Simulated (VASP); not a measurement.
A run of VASP 6.6.1 is set up as follows.

INCAR

```
SYSTEM = MoS2
PREC = Accurate ; ENCUT = 600
EDIFF = 1E-6 ; ISMEAR = -1
SIGMA = 0.05 ; LREAL = .False.
LASPH = .True. ; NELM = 100
ALGO = Normal ; ISIF = 3
LWAVE = .False. ; LCHARG = .False.
GGA = PE ; IBRION = 2
NSW = 60 ; EDIFFG = -0.01
```

Contents of KPOINTS:

```
Automatic mesh
0
Gamma
  10 10 3
  0 0 0
```

File POSCAR:

```
MoS2
1.0
    3.1690000000      0.0000000000      0.0000000000
   -1.5845000000      2.7444345046      0.0000000000
    0.0000000000      0.0000000000     12.3240000000
Mo S
2 4
Direct
    0.6666666667      0.3333333333      0.7500000000
    0.3333333333      0.6666666667      0.2500000000
    0.6666666667      0.3333333333      0.3770000000
    0.3333333333      0.6666666667      0.8770000000
    0.6666666667      0.3333333333      0.1230000000
    0.3333333333      0.6666666667      0.6230000000
```

Potentials or basis: VASP PAW PBE potentials, release 64 (Mo_sv, S).

The run is started by

```bash
$ cat potpaw_PBE.64/Mo_sv/POTCAR potpaw_PBE.64/S/POTCAR > POTCAR
$ mpirun -np 1 vasp_std > vasp.out
```

Question: Estimate the relaxed cell.

Answer: a = 3.186 Å, b = 3.186 Å, c = 14.151 Å, α = 90.00°, β = 90.00°, γ = 120.00°.

Question: Estimate the band gap on the k mesh.

Answer: 1.50 eV (least direct gap 1.90 eV).

Question: What does it give for the space group after relaxing (to 0.1 Å)?

Answer: P6_3/mmc (No. 194).

Question: Predict the relaxed volume.

Answer: 20.73 Å³/atom.

Forces on the atoms (eV/Å):
```
Mo   0.000  0.000  0.000
Mo   0.000  0.000  0.000
S    0.000  0.000  0.002
S    0.000  0.000  0.002
S    0.000  0.000 -0.002
S    0.000  0.000 -0.002
```

Caveat: the volume moved by over 15 % at a fixed basis, so the end points are rough; this functional lacks dispersion, which binds layers or chains, so the pressure and a relaxed spacing across them are unreliable. PBE usually gives volumes a little too large and moduli too small.
